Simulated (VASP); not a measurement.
# TaN in VASP: a series of runs

Runs on TaN. Level: PBEsol. Tasks: single point.

All numbers are computed with VASP 6.6.1; they aren't measurements. Logs are shortened: lines on timing, memory, paths and dates and some standing lists are left out, and cuts for length are marked.

## Step 1: The cell of the first run

Symmetry: P-6m2, No. 187, hexagonal system. The conventional cell has a = 2.938 Å, b = 2.938 Å, c = 2.883 Å, α = 90.00°, β = 90.00°, γ = 120.00°. Ta (site symmetry -6m2) has 6 N at 2.23 Å and 2 Ta at 2.88 Å within 2.9 Å. N (site symmetry -6m2) has 6 Ta at 2.23 Å and 2 N at 2.88 Å within 2.9 Å.

## Step 2: Single point, PBEsol

Input file INCAR:

```
SYSTEM = TaN
PREC = Accurate ; ENCUT = 520
EDIFF = 1E-6 ; ISMEAR = -1
SIGMA = 0.1 ; LREAL = .False.
LASPH = .True. ; NELM = 100
ALGO = Normal ; ISIF = 2
LWAVE = .False. ; LCHARG = .True.
GGA = PS ; LELF = .True.
LVHAR = .True. ; NBANDS = 15
```

Input file KPOINTS:

```
Automatic mesh
0
Gamma
  12 12 10
  0 0 0
```

Input file POSCAR:

```
TaN
1.0
    2.9380000000      0.0000000000      0.0000000000
   -1.4690000000      2.5443830000      0.0000000000
    0.0000000000      0.0000000000      2.8830000000
Ta N
1 1
Direct
    0.3333333333      0.6666666667      0.5000000000
    0.0000000000      0.0000000000      0.0000000000
```

Potentials or basis: VASP PAW PBE potentials, release 64 (Ta_pv, N).

Command:

```console
> cat potpaw_PBE.64/Ta_pv/POTCAR potpaw_PBE.64/N/POTCAR > POTCAR
> mpirun -np 1 vasp_std > vasp.out
```

OUTCAR:

```text
SYSTEM = TaN
   PREC = Accurate
   ENCUT = 520
   EDIFF = 1E-6
   ISMEAR = -1
   LREAL = .False.
   LASPH = .True.
   NELM = 100
   ISIF = 2
   GGA = PS

 ion  position               nearest neighbor table
   1  0.333  0.667  0.500-   2 2.23   2 2.23   2 2.23   2 2.23   2 2.23   2 2.23
   2  0.000  0.000  0.000-   1 2.23   1 2.23   1 2.23   1 2.23   1 2.23   1 2.23

  LATTYP: Found a hexagonal cell.
 ALAT       =     2.9380000000
 C/A-ratio  =     0.9812797822

  Lattice vectors:

 A1 = (   2.9380000000,   0.0000000000,   0.0000000000)
 A2 = (  -1.4690000000,   2.5443830000,   0.0000000000)
 A3 = (   0.0000000000,   0.0000000000,   2.8830000000)

Analysis of symmetry for initial positions (statically):
=====================================================================
 Subroutine PRICEL returns:
 Original cell was already a primitive cell.

 Routine SETGRP: Setting up the symmetry group for a
 hexagonal supercell.

 Subroutine GETGRP returns: Found 12 space group operations
 (whereof 12 operations were pure point group operations)
 out of a pool of 24 trial point group operations.

The static configuration has the point symmetry D_3h.

Analysis of symmetry for dynamics (positions and initial velocities):
=====================================================================
 Subroutine PRICEL returns:
 Original cell was already a primitive cell.

 Routine SETGRP: Setting up the symmetry group for a
 hexagonal supercell.

 Subroutine GETGRP returns: Found 12 space group operations
 (whereof 12 operations were pure point group operations)
 out of a pool of 24 trial point group operations.

The dynamic configuration has the point symmetry D_3h.

 Subroutine INISYM returns: Found 12 space group operations
 (whereof 12 operations are pure point group operations),
 and found     1 'primitive' translations

----------------------------------------------------------------------------------------

                                     Primitive cell

  volume of cell :      21.5516

  direct lattice vectors                    reciprocal lattice vectors
     2.938000000  0.000000000  0.000000000     0.340367597  0.196511296  0.000000000
    -1.469000000  2.544383000  0.000000000     0.000000000  0.393022591  0.000000000
     0.000000000  0.000000000  2.883000000     0.000000000  0.000000000  0.346860909

  length of vectors
     2.938000000  2.938000315  2.883000000     0.393022633  0.393022591  0.346860909

  position of ions in fractional coordinates (direct lattice)
     0.333333333  0.666666667  0.500000000
     0.000000000  0.000000000  0.000000000

  ion indices of the primitive-cell ions
   primitive index   ion index
                 1           1
                 2           2

----------------------------------------------------------------------------------------

 KPOINTS: Automatic mesh

Automatic generation of k-mesh.
 Grid dimensions read from file:
 generate k-points for:   12   12   10

 Generating k-lattice:

  Cartesian coordinates                     Fractional coordinates (reciprocal lattice)
     0.028363966  0.016375941  0.000000000     0.083333333  0.000000000  0.000000000
     0.000000000  0.032751883  0.000000000     0.000000000  0.083333333  0.000000000
     0.000000000  0.000000000  0.034686091     0.000000000  0.000000000  0.100000000

  Length of vectors
     0.032751886  0.032751883  0.034686091

  Shift w.r.t. Gamma in fractional coordinates (k-lattice)
     0.000000000  0.000000000  0.000000000

 Subroutine IBZKPT returns following result:
 ===========================================

 Found    114 irreducible k-points:

 Following reciprocal coordinates:
            Coordinates               Weight
  0.000000  0.000000  0.000000      1.000000
  0.083333  0.000000  0.000000      6.000000
  0.166667  0.000000  0.000000      6.000000
  0.250000  0.000000  0.000000      6.000000
  0.333333  0.000000  0.000000      6.000000
  0.416667  0.000000  0.000000      6.000000
[... 16 lines left out ...]
  0.250000  0.000000  0.100000     12.000000
  0.333333  0.000000  0.100000     12.000000
 [... further k-points ...]
   k-points           NKPTS =    114   k-points in BZ     NKDIM =    114   number of bands    NBANDS=     15
   number of dos      NEDOS =    301   number of ions     NIONS =      2
   total plane-waves  NPLWV =  13824
   dimension x,y,z NGX =    24 NGY =   24 NGZ =   24
   dimension x,y,z NGXF=    48 NGYF=   48 NGZF=   48
   ions per type =               1   1
   NGX,Y,Z   is equivalent  to a cutoff of  13.58, 13.58, 13.84 a.u.
   NGXF,Y,Z  is equivalent  to a cutoff of  27.16, 27.16, 27.68 a.u.
 SYSTEM =  TaN
   PREC   = accura    normal or accurate (medium, high low for compatibility)
   ISTART =      0    job   : 0-new  1-cont  2-samecut
   ICHARG =      2    charge: 1-file 2-atom 10-const
   ISPIN  =      1    spin polarized calculation?
   LNONCOLLINEAR =      F non collinear calculations
   LSORBIT =      F    spin-orbit coupling
   LASPH  =      T    aspherical Exc in radial PAW
   ENCUT  =  520.0 eV  38.22 Ry    6.18 a.u.   5.46  5.46  5.36*2*pi/ulx,y,z
   NELM   =    100;   NELMIN=  2; NELMDL= -5     # of ELM steps
   EDIFF  = 0.1E-05   stopping-criterion for ELM
   LREAL  =      F    real-space projection
   EDIFFG = 0.1E-04   stopping-criterion for IOM
   NSW    =      0    number of steps for IOM
   IBRION =     -1    ionic relax: 0-MD 1-quasi-New 2-CG
   NFREE  =      0    steps in history (QN), initial steepest desc. (CG)
   ISIF   =      2    stress and relaxation
   ISYM   =      2    0-nonsym 1-usesym 2-fastsym
   POTIM  = 0.5000    time-step for ionic-motion
   TEBEG  =    0.0;   TEEND  =   0.0 temperature during run
   PSTRESS=    0.0 pullay stress
   NELECT =      16.0000    total number of electrons
   NUPDOWN=      -1.0000    fix difference up-down
   EMIN   =  10.00;   EMAX   =-10.00  energy-range for DOS
   EFERMI =   0.00;   METHOD = LEGACY
   ISMEAR =    -1;   SIGMA  =   0.10  broadening in eV -4-tet -1-fermi 0-gaus
   EFERMI_NEDOS =   21; number of points for ismear=-14 and -15
   IALGO  =     38    algorithm
   IMIX   =      4    mixing-type and parameters
     AMIX     =   0.40;   BMIX     =  1.00
     AMIX_MAG =   1.60;   BMIX_MAG =  1.00
  volume/ion in A,a.u.               =      10.78        72.72
  Fermi-wavevector in a.u.,A,eV,Ry     =   1.482365  2.801264 29.897528  2.197406
  Thomas-Fermi vector in A             =   2.596160
   LORBIT       =      0    0 simple, 1 ext, 2 COOP (PROOUT), +10 PAW based schemes
   GGA     = PS    functional components
   LHFCALC =     F    Hartree Fock is set to
   AEXX    =    0.0000 exact exchange contribution
   IVDW    =     0    specifies the selected vdW correction
   LEPSILON=     F    determine dielectric tensor
   LRPA    =     F    only Hartree local field effects (RPA)
 non-spin polarized calculation
  energy-cutoff  :      520.00
  volume of cell :       21.55
 maximum number of plane-waves:       599
 NGX is ok and might be reduce to    24
   NGX = 11   NGY = 11   NGZ = 11

 number of electron      16.0000001 magnetization

 Free energy of the ion-electron system (eV)
  ---------------------------------------------------
  ext. energy  EPLUGINS =         0.00000000
  ---------------------------------------------------
  free energy    TOTEN  =       -23.80435247 eV

  energy without entropy =      -23.80160132  energy(sigma->0) =      -23.80297689

 E-fermi :   8.1102     XC(G=0): -13.5052

 val. band max:        8.0735096298   @ k =   0.0000   0.0000   0.4000
 cond. band min:       8.2339071305   @ k =   0.0833   0.0000   0.5000
 fundamental gap:      0.1603975007
 Fermi energy:         8.1101857623

 k-point     1 :       0.0000    0.0000    0.0000
  band No.  band energies     occupation
      1     -26.6869      2.00000
      2     -26.4197      2.00000
      3     -26.4197      2.00000
      4      -9.6447      2.00000
      5       3.5294      2.00000
      6       3.5294      2.00000
      7       3.8663      2.00000
      8       5.1828      2.00000
      9      10.3064      0.00000
     10      11.6904      0.00000
     11      11.6904      0.00000
     12      12.0717      0.00000
     13      12.0717      0.00000
     14      21.0989      0.00000
     15      21.5299      0.00000

 k-point     2 :       0.0833    0.0000    0.0000
  band No.  band energies     occupation
      1     -26.6773      2.00000
      2     -26.4953      2.00000
      3     -26.4358      2.00000
      4      -9.4992      2.00000
      5       3.0942      2.00000
      6       3.6391      2.00000
      7       4.0735      2.00000
      8       4.9747      2.00000
      9      10.8202      0.00000
     10      11.3953      0.00000
     11      11.7123      0.00000
     12      11.9974      0.00000
     13      12.2648      0.00000
     14      21.0831      0.00000
     15      21.5196      0.00000

 k-point     3 :       0.1667    0.0000    0.0000
  band No.  band energies     occupation
      1     -26.6970      2.00000
      2     -26.6511      2.00000
      3     -26.4795      2.00000
      4      -9.0980      2.00000
      5       2.1932      2.00000
      6       3.9310      2.00000
      7       4.4669      2.00000
      8       4.5303      2.00000
      9      10.6724      0.00000
     10      11.8008      0.00000
     11      11.8206      0.00000
     12      12.0823      0.00000
     13      12.6904      0.00000
     14      21.0607      0.00000
     15      21.5039      0.00000

 k-point     4 :       0.2500    0.0000    0.0000
  band No.  band energies     occupation
      1     -26.9619      2.00000
      2     -26.6151      2.00000
      3     -26.5385      2.00000
      4      -8.5358      2.00000
      5       1.2458      2.00000
      6       3.8731      2.00000
      7       4.3049      2.00000
      8       4.9627      2.00000
      9      10.2527      0.00000
     10      11.5462      0.00000
     11      12.1052      0.00000
     12      13.0702      0.00000
     13      13.3657      0.00000
     14      21.1949      0.00000
     15      21.5146      0.00000
[... 307 lines left out ...]
 k-point    22 :       0.1667    0.0000    0.1000
  band No.  band energies     occupation
      1     -26.7491      2.00000
      2     -26.6809      2.00000
      3     -26.4713      2.00000
      4      -8.9277      2.00000
      5       2.2882      2.00000
      6       3.4158      2.00000
      7       3.9429      2.00000
      8       5.4258      2.00000
      9      10.4870      0.00000
     10      10.5723      0.00000
     11      11.9416      0.00000
     12      12.8962      0.00000
     13      13.2315      0.00000
     14      20.9290      0.00000
     15      21.4925      0.00000

 k-point    23 :       0.2500    0.0000    0.1000
  band No.  band energies     occupation
      1     -26.9512      2.00000
      2     -26.7020      2.00000
      3     -26.5300      2.00000
      4      -8.4126      2.00000
      5       1.3249      2.00000
      6       3.3373      2.00000
      7       4.2227      2.00000
      8       5.3945      2.00000
      9      10.3891      0.00000
     10      10.7401      0.00000
     11      12.3872      0.00000
     12      12.9666      0.00000
     13      14.2436      0.00000
     14      20.9239      0.00000
     15      21.4857      0.00000

 k-point    24 :       0.3333    0.0000    0.1000
  band No.  band energies     occupation
      1     -27.2019      2.00000
      2     -26.6635      2.00000
      3     -26.5879      2.00000
      4      -7.8810      2.00000
      5       0.5201      2.00000
      6       3.0591      2.00000
      7       4.4400      2.00000
      8       5.3762      2.00000
      9      10.7511      0.00000
     10      11.0540      0.00000
     11      12.6327      0.00000
     12      13.1107      0.00000
     13      15.1783      0.00000
     14      21.1439      0.00000
     15      21.5114      0.00000

 [... further k-points ...]

------------------------ aborting loop because EDIFF is reached ----------------------------------------

  FORCE on cell =-STRESS in cart. coord.  units (eV):
  Direction    XX          YY          ZZ          XY          YZ          ZX
  --------------------------------------------------------------------------------------
  -------------------------------------------------------------------------------------
  Total       -0.5432693     -0.5432695     -0.5625459      0.0000000      0.0000000      0.0000000
  in kB      -40.3874882    -40.3874998    -41.8205392      0.0000000      0.0000000      0.0000000
  external PRESSURE =     -40.8651757 kB  Pullay stress =       0.0000000 kB

 VOLUME and BASIS-vectors are now :
 -----------------------------------------------------------------------------
  energy-cutoff  :      520.00
  volume of cell :       21.55
      direct lattice vectors                 reciprocal lattice vectors
     2.938000000  0.000000000  0.000000000     0.340367597  0.196511296  0.000000000
    -1.469000000  2.544383000  0.000000000     0.000000000  0.393022591  0.000000000
     0.000000000  0.000000000  2.883000000     0.000000000  0.000000000  0.346860909

 POSITION                                       TOTAL-FORCE (eV/Angst)
 -----------------------------------------------------------------------------------
     -0.00000      1.69626      1.44150        -0.000000      0.000000      0.000000
      0.00000      0.00000      0.00000         0.000000      0.000000      0.000000
 -----------------------------------------------------------------------------------
    total drift:                                0.000000      0.000005     -0.000000

  FREE ENERGIE OF THE ION-ELECTRON SYSTEM (eV)
  ---------------------------------------------------
  free  energy   TOTEN  =       -23.8043524701 eV

  energy  without entropy=      -23.8016013168  energy(sigma->0) =      -23.80297689
```

Run time: 25 s. Hardware: 1 thread of Intel Xeon Platinum 8259CL at 2.50GHz (Skylake/Cascade Lake), shared host; peak memory 0.16 GiB.

Results:

- Free energy: -23.8044 eV
- Pressure: -4.1 GPa
- Band gap on the k mesh: zero (band 8 reaches 8.49 eV, above the bottom of band 9 at 7.99 eV)

Levels at points of the mesh, in eV from the Fermi level:
```csv
k point,band 6,band 7,band 8,band 9,band 10,band 11
"(0.00, 0.00, 0.00)",-4.58,-4.24,-2.93,2.20,3.58,3.58
"(0.50, 0.00, 0.00)",-5.22,-3.52,-3.18,2.97,4.02,5.19
"(0.00, 0.00, 0.50)",-3.76,-3.76,-0.12,-0.12,2.42,3.28
"(0.50, 0.00, 0.50)",-6.22,-5.71,-0.37,4.14,5.34,6.05
```

Caveat: the PAW data sets were made with another functional, which shifts forces and pressure a little; spin-orbit coupling is left out, which moves the levels of the heavy elements.

## Step 3: Single point, PBEsol

Input file INCAR:

```
SYSTEM = TaN
PREC = Accurate
ENCUT = 520
EDIFF = 1E-7
ISMEAR = -1
SIGMA = 0.1
LREAL = .FALSE.
LASPH = .TRUE.
NELM = 60
ALGO = Normal
ISIF = 2
LWAVE = .FALSE.
LCHARG = .FALSE.
GGA = PS
NBANDS = 15
```

Input file KPOINTS:

```
Automatic mesh
0
G
  12 12 10
  0 0 0
```

POSCAR: that of step 2 with these lines changed.

```diff
@@ -8,3 +8,3 @@
 Direct
-    0.3333333333      0.6666666667      0.5000000000
+    0.3163149535      0.6666666667      0.5000000000
     0.0000000000      0.0000000000      0.0000000000
```

Potentials or basis: VASP PAW PBE potentials, release 64 (Ta_pv, N).

Command:

```console
> cat potpaw_PBE.64/Ta_pv/POTCAR potpaw_PBE.64/N/POTCAR > POTCAR
> mpirun -np 1 vasp_std > vasp.out
```

Run time: 1.8 min. Hardware: 1 thread of Intel Xeon Platinum 8259CL at 2.50GHz (Skylake/Cascade Lake), shared host; peak memory 0.26 GiB.

It converged, with:

```
Free energy            : -23.7881 eV
Pressure               : -3.7 GPa
Largest force          : 0.650 eV/Å
Band gap on the k mesh : zero (band 8 reaches 8.32 eV, above the bottom of band 9 at 8.00 eV)
```

Forces on the atoms (eV/Å):
```
Ta   0.650 -0.018  0.000
N   -0.650  0.018  0.000
```

Stress tensor (GPa, compression positive):
```
-3.66 -0.64  0.00
-0.64 -3.91  0.00
 0.00  0.00 -3.65
```

Levels at points of the mesh, in eV from the Fermi level:
| k point | band 4 | band 5 | band 6 | band 7 | band 8 | band 9 | band 10 | band 11 | band 12 | band 13 |
| --- | --- | --- | --- | --- | --- | --- | --- | --- | --- | --- |
| (0.00, 0.00, 0.00) | -17.75 | -4.66 | -4.55 | -4.19 | -2.93 | 2.13 | 3.39 | 3.83 | 3.91 | 4.02 |
| (0.50, 0.00, 0.00) | -15.51 | -8.21 | -5.08 | -3.62 | -3.11 | 2.93 | 4.06 | 4.88 | 5.33 | 7.43 |
| (0.00, 0.50, 0.00) | -15.42 | -8.33 | -5.23 | -3.78 | -2.91 | 2.95 | 4.03 | 5.24 | 5.29 | 7.39 |
| (0.50, 0.50, 0.00) | -15.34 | -8.45 | -5.35 | -3.61 | -3.06 | 3.00 | 4.01 | 5.25 | 5.54 | 7.38 |
| (0.00, 0.00, 0.50) | -15.06 | -9.40 | -4.03 | -3.48 | -0.15 | -0.11 | 2.45 | 2.86 | 3.72 | 8.12 |
| (0.50, 0.00, 0.50) | -15.63 | -7.47 | -6.35 | -5.81 | -0.19 | 4.11 | 5.34 | 6.04 | 7.26 | 9.85 |
| (0.00, 0.50, 0.50) | -15.74 | -7.35 | -6.22 | -5.69 | -0.38 | 4.08 | 5.34 | 6.05 | 7.09 | 10.12 |
| (0.50, 0.50, 0.50) | -15.83 | -7.24 | -6.09 | -5.61 | -0.53 | 4.15 | 5.35 | 6.07 | 6.91 | 10.40 |

Caveat: the PAW data sets were made with another functional, which shifts forces and pressure a little; spin-orbit coupling is left out, which moves the levels of the heavy elements.

## Step 4: Single point, PBEsol

Input file INCAR:

```
SYSTEM = TaN
ALGO = Normal ; EDIFF = 1E-6
ENCUT = 520 ; GGA = PS
ISIF = 2 ; ISMEAR = -1
LASPH = .TRUE. ; LCHARG = .FALSE.
LREAL = .FALSE. ; LWAVE = .FALSE.
NBANDS = 15 ; NELM = 80
PREC = Accurate ; SIGMA = 0.1
```

Input file KPOINTS:

```
k-points
0
G
  12 12 10
  0 0 0
```

POSCAR: that of step 3 with these lines changed.

```diff
@@ -8,3 +8,3 @@
 Direct
-    0.3163149535      0.6666666667      0.5000000000
+    0.3248241434      0.6666666667      0.5000000000
     0.0000000000      0.0000000000      0.0000000000
```

Command:

```console
> cat potpaw_PBE.64/Ta_pv/POTCAR potpaw_PBE.64/N/POTCAR > POTCAR
> mpirun -np 1 vasp_std > vasp.out
```

It took 1.9 min on 1 thread of Intel Xeon Platinum 8259CL at 2.50GHz (Skylake/Cascade Lake), shared host; peak memory 0.26 GiB.

The run converged. Its results:

```yaml
Free_energy: -23.8003 eV
Pressure: -4.0 GPa
Largest_force: 0.326 eV/Å
Band_gap_on_the_k_mesh: zero (band 8 reaches 8.41 eV, above the bottom of band 9 at 8.00 eV)
```

Forces in eV/Å, atoms in the order of the input:
```
Ta   0.326 -0.005  0.000
N   -0.326  0.005  0.000
```

Stress tensor (GPa, compression positive):
```
-3.94 -0.31  0.00
-0.31 -4.01  0.00
 0.00  0.00 -4.05
```

Levels at points of the mesh, in eV from the Fermi level:
| k point | band 5 | band 6 | band 7 | band 8 | band 9 | band 10 | band 11 | band 12 |
| --- | --- | --- | --- | --- | --- | --- | --- | --- |
| (0.00, 0.00, 0.00) | -4.61 | -4.56 | -4.23 | -2.93 | 2.18 | 3.48 | 3.70 | 3.94 |
| (0.50, 0.00, 0.00) | -8.27 | -5.15 | -3.54 | -3.17 | 2.95 | 4.04 | 5.03 | 5.31 |
| (0.00, 0.50, 0.00) | -8.33 | -5.22 | -3.61 | -3.09 | 2.96 | 4.03 | 5.21 | 5.29 |
| (0.50, 0.50, 0.00) | -8.39 | -5.28 | -3.55 | -3.14 | 2.98 | 4.01 | 5.27 | 5.36 |
| (0.00, 0.00, 0.50) | -9.40 | -3.90 | -3.62 | -0.13 | -0.11 | 2.43 | 3.07 | 3.50 |
| (0.50, 0.00, 0.50) | -7.42 | -6.29 | -5.76 | -0.28 | 4.12 | 5.34 | 6.05 | 7.17 |
| (0.00, 0.50, 0.50) | -7.36 | -6.22 | -5.71 | -0.37 | 4.12 | 5.34 | 6.05 | 7.08 |
| (0.50, 0.50, 0.50) | -7.30 | -6.15 | -5.66 | -0.45 | 4.15 | 5.35 | 6.06 | 6.99 |

Caveat: the PAW data sets were made with another functional, which shifts forces and pressure a little; spin-orbit coupling is left out, which moves the levels of the heavy elements.

(Part 1 of 2 ends here.)
